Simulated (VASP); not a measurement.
# In (I4/mmm) in VASP: a series of runs, part 2 of 2

VASP 6.6.1. The steps go on from the part before.

## (4) Single point, PBE0

File POSCAR:

```
In
1.0
   -1.6254700000      1.6254700000      2.4737000000
    1.6254700000     -1.6254700000      2.4737000000
    1.6254700000      1.6254700000     -2.4737000000
In
1
Direct
    0.0000000000      0.0000000000      0.0000000000
```

File INCAR.step1:

```
SYSTEM = In
PREC = Accurate ; ENCUT = 400
EDIFF = 1E-5 ; ISMEAR = 0
SIGMA = 0.1 ; LREAL = .False.
LASPH = .True. ; NELM = 120
ALGO = Normal ; ISIF = 2
LWAVE = .True. ; LCHARG = .False.
GGA = PE ; NBANDS = 12
GGA_COMPAT = .False. ; KPAR = 4
```

File INCAR.step2:

```
SYSTEM = In
PREC = Accurate ; ENCUT = 400
EDIFF = 1E-6 ; ISMEAR = 0
SIGMA = 0.1 ; LREAL = .False.
LASPH = .True. ; NELM = 120
ALGO = Normal ; ISIF = 2
LWAVE = .False. ; LCHARG = .False.
GGA = PE ; LHFCALC = .True.
AEXX = 0.25 ; PRECFOCK = Normal
ISTART = 1 ; NBANDS = 12
GGA_COMPAT = .False. ; KPAR = 4
```

File KPOINTS:

```
Automatic mesh
0
Gamma
  8 8 8
  0 0 0
```

Potentials or basis: VASP PAW PBE potentials, release 64 (In_d).

Run with:

```
$ cat potpaw_PBE.64/In_d/POTCAR > POTCAR
$ cp INCAR.step1 INCAR
$ mpirun -np 4 vasp_std > vasp.out
$ cp INCAR.step2 INCAR
$ mpirun -np 4 vasp_std > vasp.out
```

OUTCAR:

```text
SYSTEM = In
   PREC = Accurate
   ENCUT = 400
   EDIFF = 1E-6
   ISMEAR = 0
   LREAL = .False.
   LASPH = .True.
   NELM = 120
   ISIF = 2
   GGA = PE
   LHFCALC = .True.
   AEXX = 0.25
   PRECFOCK = Normal
   ISTART = 1

 ion  position               nearest neighbor table
   1  0.000  0.000  0.000-

  LATTYP: Found a body centered tetragonal cell.
 ALAT       =     3.2509400000
 C/A-ratio  =     1.5218367611

  Lattice vectors:

 A1 = (  -1.6254700000,   1.6254700000,   2.4737000000)
 A2 = (   1.6254700000,  -1.6254700000,   2.4737000000)
 A3 = (   1.6254700000,   1.6254700000,  -2.4737000000)

Analysis of symmetry for initial positions (statically):
=====================================================================
 Subroutine PRICEL returns:
 Original cell was already a primitive cell.

 Routine SETGRP: Setting up the symmetry group for a
 body centered tetragonal supercell.

 Subroutine GETGRP returns: Found 16 space group operations
 (whereof 16 operations were pure point group operations)
 out of a pool of 16 trial point group operations.

The static configuration has the point symmetry D_4h.

Analysis of symmetry for dynamics (positions and initial velocities):
=====================================================================
 Subroutine PRICEL returns:
 Original cell was already a primitive cell.

 Routine SETGRP: Setting up the symmetry group for a
 body centered tetragonal supercell.

 Subroutine GETGRP returns: Found 16 space group operations
 (whereof 16 operations were pure point group operations)
 out of a pool of 16 trial point group operations.

The dynamic configuration has the point symmetry D_4h.

 Subroutine INISYM returns: Found 16 space group operations
 (whereof 16 operations are pure point group operations),
 and found     1 'primitive' translations

----------------------------------------------------------------------------------------

                                     Primitive cell

  volume of cell :      26.1436

  direct lattice vectors                    reciprocal lattice vectors
    -1.625470000  1.625470000  2.473700000     0.000000000  0.307603339  0.202126369
     1.625470000 -1.625470000  2.473700000     0.307603339  0.000000000  0.202126369
     1.625470000  1.625470000 -2.473700000     0.307603339  0.307603339  0.000000000

  length of vectors
     3.376906444  3.376906444  3.376906444     0.368069129  0.368069129  0.435016814

  position of ions in fractional coordinates (direct lattice)
     0.000000000  0.000000000  0.000000000

  ion indices of the primitive-cell ions
   primitive index   ion index
                 1           1

----------------------------------------------------------------------------------------

 KPOINTS: Automatic mesh

Automatic generation of k-mesh.
 Grid dimensions read from file:
 generate k-points for:    8    8    8

 Generating k-lattice:

  Cartesian coordinates                     Fractional coordinates (reciprocal lattice)
     0.000000000  0.038450417  0.025265796     0.125000000  0.000000000 -0.000000000
     0.038450417  0.000000000  0.025265796     0.000000000  0.125000000 -0.000000000
[... 45 lines left out ...]
   ions per type =               1
   NGX,Y,Z   is equivalent  to a cutoff of  11.82, 11.82, 11.82 a.u.
   NGXF,Y,Z  is equivalent  to a cutoff of  23.63, 23.63, 23.63 a.u.
 SYSTEM =  In
   PREC   = accura    normal or accurate (medium, high low for compatibility)
   ISTART =      1    job   : 0-new  1-cont  2-samecut
   ICHARG =      0    charge: 1-file 2-atom 10-const
   ISPIN  =      1    spin polarized calculation?
   LNONCOLLINEAR =      F non collinear calculations
   LSORBIT =      F    spin-orbit coupling
   LASPH  =      T    aspherical Exc in radial PAW
   ENCUT  =  400.0 eV  29.40 Ry    5.42 a.u.   5.51  5.51  5.51*2*pi/ulx,y,z
   NELM   =    120;   NELMIN=  2; NELMDL=  0     # of ELM steps
   EDIFF  = 0.1E-05   stopping-criterion for ELM
   LREAL  =      F    real-space projection
   EDIFFG = 0.1E-04   stopping-criterion for IOM
   NSW    =      0    number of steps for IOM
   IBRION =     -1    ionic relax: 0-MD 1-quasi-New 2-CG
   NFREE  =      0    steps in history (QN), initial steepest desc. (CG)
   ISIF   =      2    stress and relaxation
   ISYM   =      3    0-nonsym 1-usesym 2-fastsym
   POTIM  = 0.5000    time-step for ionic-motion
   TEBEG  =    0.0;   TEEND  =   0.0 temperature during run
   PSTRESS=    0.0 pullay stress
   NELECT =      13.0000    total number of electrons
   NUPDOWN=      -1.0000    fix difference up-down
   EMIN   =  10.00;   EMAX   =-10.00  energy-range for DOS
   EFERMI =   0.00;   METHOD = LEGACY
   ISMEAR =     0;   SIGMA  =   0.10  broadening in eV -4-tet -1-fermi 0-gaus
   EFERMI_NEDOS =   21; number of points for ismear=-14 and -15
   IALGO  =     38    algorithm
   IMIX   =      1    mixing-type and parameters
     AMIX     =   0.40;   BMIX     =  1.00
     AMIX_MAG =   1.60;   BMIX_MAG =  1.00
  volume/ion in A,a.u.               =      26.14       176.43
  Fermi-wavevector in a.u.,A,eV,Ry     =   1.296983  2.450943 22.887245  1.682165
  Thomas-Fermi vector in A             =   2.428405
   LORBIT       =      0    0 simple, 1 ext, 2 COOP (PROOUT), +10 PAW based schemes
   GGA     = PE    functional components
   LHFCALC =     T    Hartree Fock is set to
   PRECFOCK=normal    Normal, Fast or Accurate (Low or Medium for compatibility)
   ENCUT4O =  -1.0   cutoff for four orbital integrals eV
   NKREDX  =     1    reduce k-point grid by
   NKREDY  =     1    reduce k-point grid by
   NKREDZ  =     1    reduce k-point grid by
   AEXX    =    0.2500 exact exchange contribution
   HFSCREEN=    0.0000 screening length (either q_TF or 0.3 A-1)
   HFSCREENC=   0.0000 screening length for correlation (either q_TF or 0.3 A-1)
   ENCUTFOCK=  -1.0 apply spherical cutoff to Coloumb kernel
   IVDW    =     0    specifies the selected vdW correction
   LEPSILON=     F    determine dielectric tensor
   LRPA    =     F    only Hartree local field effects (RPA)
 non-spin polarized calculation
 Gauss-broadening in eV      SIGMA  =   0.10
  energy-cutoff  :      400.00
  volume of cell :       26.14
 maximum number of plane-waves:       493
 NGX is ok and might be reduce to    24
  NGX = 18; NGY = 18; NGZ = 18

 number of electron      13.0000001 magnetization

 Free energy of the ion-electron system (eV)
  ---------------------------------------------------
  ext. energy  EPLUGINS =         0.00000000
  ---------------------------------------------------
  free energy    TOTEN  =        -3.18275499 eV

  energy without entropy =       -3.18191677  energy(sigma->0) =       -3.18233588

 E-fermi :   7.4706     XC(G=0):  -8.0969

 val. band max:        7.4480451321   @ k =  -0.3750   0.3750   0.2500
 cond. band min:       7.8934626374   @ k =   0.3750   0.3750  -0.0000
 fundamental gap:      0.4454175053
 Fermi energy:         7.4705826320

 k-point     1 :       0.0000    0.0000    0.0000
  band No.  band energies     occupation
      1      -9.6971      2.00000
      2      -9.5870      2.00000
      3      -9.5870      2.00000
      4      -9.5021      2.00000
      5      -9.3943      2.00000
      6      -3.7732      2.00000
      7      19.3881      0.00000
      8      19.3881      0.00000
      9      19.5786      0.00000
     10      20.1970      0.00000
     11      22.6621      0.00000
     12      22.7755      0.00000
[... 331 lines left out ...]
 k-point    24 :       0.3750    0.1250    0.1250
  band No.  band energies     occupation
      1      -9.6381      2.00000
      2      -9.6220      2.00000
      3      -9.4831      2.00000
      4      -9.4383      2.00000
      5      -9.2737      2.00000
      6       3.2697      2.00000
      7       4.5119      2.00000
      8      12.6204      0.00000
      9      13.7108      0.00000
     10      18.3148      0.00000
     11      20.6243      0.00000
     12      26.4014      0.00000

 [... further k-points ...]

------------------------ aborting loop because EDIFF is reached ----------------------------------------

  FORCE on cell =-STRESS in cart. coord.  units (eV):
  Direction    XX          YY          ZZ          XY          YZ          ZX
  --------------------------------------------------------------------------------------
  -------------------------------------------------------------------------------------
  Total       -0.2259971     -0.2259971      0.5877017      0.0000000     -0.0000000      0.0000000
  in kB      -13.8499579    -13.8499579     36.0165927      0.0000000     -0.0000000      0.0000000
  external PRESSURE =       2.7722256 kB  Pullay stress =       0.0000000 kB

 VOLUME and BASIS-vectors are now :
 -----------------------------------------------------------------------------
  energy-cutoff  :      400.00
  volume of cell :       26.14
      direct lattice vectors                 reciprocal lattice vectors
    -1.625470000  1.625470000  2.473700000     0.000000000  0.307603339  0.202126369
     1.625470000 -1.625470000  2.473700000     0.307603339  0.000000000  0.202126369
     1.625470000  1.625470000 -2.473700000     0.307603339  0.307603339  0.000000000

 POSITION                                       TOTAL-FORCE (eV/Angst)
 -----------------------------------------------------------------------------------
      0.00000      0.00000      0.00000         0.000000      0.000000      0.000000
 -----------------------------------------------------------------------------------
    total drift:                                0.000000      0.000000      0.000000

  FREE ENERGIE OF THE ION-ELECTRON SYSTEM (eV)
  ---------------------------------------------------
  free  energy   TOTEN  =        -3.1827549884 eV

  energy  without entropy=       -3.1819167716  energy(sigma->0) =       -3.18233588
```

It took 16 min on 4 MPI ranks of Intel Xeon 6975P-C (Granite Rapids), shared host; peak memory 0.15 GiB.

What came out:

- Free energy: -3.1828 eV
- Pressure: 0.3 GPa
- Band gap on the k mesh: zero (an odd number of electrons rules out a gap without spin polarisation)

Stress tensor (GPa, compression positive):
```
-1.38  0.00  0.00
 0.00 -1.38  0.00
 0.00  0.00  3.60
```

Caveat: the PAW data sets were made with another functional, which shifts forces and pressure a little; spin-orbit coupling is left out, which moves the levels of the heavy elements.

## (5) Single point, PBE0

This run uses another cell than the first one, of 27.71 Å³/atom.

File POSCAR:

```
In
1.0
   -1.6573500545      1.6573500545      2.5222162388
    1.6573500545     -1.6573500545      2.5222162388
    1.6573500545      1.6573500545     -2.5222162388
In
1
Direct
    0.0000000000      0.0000000000      0.0000000000
```

File INCAR.step1:

```
SYSTEM = In
  ALGO = Normal
  EDIFF = 1E-5
  ENCUT = 520
  GGA = PE
  ISIF = 2
  ISMEAR = -1
  LASPH = .TRUE.
  LCHARG = .FALSE.
  LREAL = .FALSE.
  LWAVE = .TRUE.
  NBANDS = 12
  NELM = 80
  PREC = Accurate
  SIGMA = 0.05
```

File INCAR.step2:

```
SYSTEM = In
  AEXX = 0.25
  ALGO = Normal
  EDIFF = 1E-6
  ENCUT = 520
  GGA = PE
  ISIF = 2
  ISMEAR = -1
  ISTART = 1
  LASPH = .TRUE.
  LCHARG = .FALSE.
  LHFCALC = .TRUE.
  LREAL = .FALSE.
  LWAVE = .FALSE.
  NBANDS = 12
  NELM = 80
  PREC = Accurate
  PRECFOCK = Normal
  SIGMA = 0.05
```

File KPOINTS:

```
k-points
0
G
  6 6 6
  0 0 0
```

Run with:

```
$ cat potpaw_PBE.64/In_d/POTCAR > POTCAR
$ cp INCAR.step1 INCAR
$ mpirun -np 1 vasp_std > vasp.out
$ cp INCAR.step2 INCAR
$ mpirun -np 1 vasp_std > vasp.out
```

Run time: 56 min. Hardware: 1 thread of Intel Xeon 8259CL, shared host; peak memory 0.18 GiB.

The run converged. Its results:

```yaml
Free_energy: -3.2363 eV
Pressure: -2.1 GPa
Band_gap_on_the_k_mesh: zero (an odd number of electrons rules out a gap without spin polarisation)
```

Stress tensor (GPa, compression positive):
```
-2.94  0.00  0.00
 0.00 -2.94  0.00
 0.00  0.00 -0.39
```

Levels at points of the mesh, in eV from the Fermi level:
```csv
k point,band 4,band 5,band 6,band 7,band 8,band 9
"(0.00, 0.00, 0.00)",-16.99,-16.91,-10.87,11.32,11.32,11.49
"(0.50, 0.00, 0.00)",-16.83,-16.80,-5.23,-4.02,8.31,9.95
"(0.50, 0.50, 0.00)",-16.81,-16.74,-2.38,-2.19,4.21,4.68
"(0.50, 0.50, 0.50)",-16.79,-16.79,-3.75,-3.30,5.46,5.46
```

Caveat: the k points lie up to 0.38 Å⁻¹ apart, too coarse for converged energies and pressures of a metal; the PAW data sets were made with another functional, which shifts forces and pressure a little; spin-orbit coupling is left out, which moves the levels of the heavy elements.

## (6) The runs side by side

| spin | cell | k mesh | cutoff (eV) | smearing | gap on the mesh (eV) | pressure (GPa) |
| --- | --- | --- | --- | --- | --- | --- |
| non-collinear, zero start, SOC | a = 3.377 Å, angles 122.5, 122.5, 85.8°, 1 atom | 5 × 5 × 5 | 520 | fermi-dirac 0.05 eV | - | 0.0 |
| off | a = 3.421 Å, angles 122.5, 122.5, 85.8°, 1 atom | 6 × 6 × 6 | 520 | fermi-dirac 0.05 eV | none | -1.3 |
| off | a = 3.377 Å, angles 122.5, 122.5, 85.8°, 1 atom | 8 × 8 × 8 | 400 | gaussian 0.1 eV | none | 0.3 |
| off | a = 3.443 Å, angles 122.5, 122.5, 85.8°, 1 atom | 6 × 6 × 6 | 520 | fermi-dirac 0.05 eV | none | -2.1 |

Alike in all rows: task single point; level PBE0; potentials or basis VASP PAW PBE potentials, release 64 (In_d).

Caveats: some runs use coarse meshes; the PAW data sets were made with another functional, which shifts forces and pressure a little; spin-orbit coupling is left out, which moves the levels of the heavy elements (at least some runs).

Total energies depend on the potentials used, so only differences within one code and one set of settings carry meaning.

The gap in the log of VASP goes by the Fermi energy; the results here count the filled bands.